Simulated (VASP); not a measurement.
Input of a VASP 6.6.1 run:

Contents of INCAR:

```
SYSTEM = Si2Mo
PREC = Accurate ; ENCUT = 520
EDIFF = 1E-6 ; ISMEAR = 0
SIGMA = 0.05 ; LREAL = .False.
LASPH = .True. ; NELM = 80
ALGO = Normal ; ISIF = 2
LWAVE = .False. ; LCHARG = .True.
GGA = RE ; LELF = .True.
LVHAR = .True. ; NBANDS = 18
```

KPOINTS

```
Automatic mesh
0
Gamma
  10 10 10
  0 0 0
```

File POSCAR:

```
Si2Mo
1.0
   -1.6192526545      1.6192526545      3.9531616243
    1.6192526545     -1.6192526545      3.9531616243
    1.6192526545      1.6192526545     -3.9531616243
Si Mo
2 1
Direct
    0.3353465593      0.3353465593      0.0000000000
    0.6646534407      0.6646534407      0.0000000000
    0.0000000000      0.0000000000      0.0000000000
```

Potentials or basis: VASP PAW PBE potentials, release 64 (Si, Mo_sv).

Command:

```bash
$ cat potpaw_PBE.64/Si/POTCAR potpaw_PBE.64/Mo_sv/POTCAR > POTCAR
$ mpirun -np 1 vasp_std > vasp.out
```

Question: What does it give for the band gap on the k mesh?

Answer: Zero (bands 11 and 12 overlap by 0.91 eV).

Question: What does it give for the pressure?

Answer: -1.7 GPa.

Forces on the atoms (eV/Å):
```
Si   0.000  0.000  0.003
Si   0.000  0.000 -0.003
Mo   0.000  0.000  0.000
```

Caveat: the PAW data sets were made with another functional, which shifts forces and pressure a little.
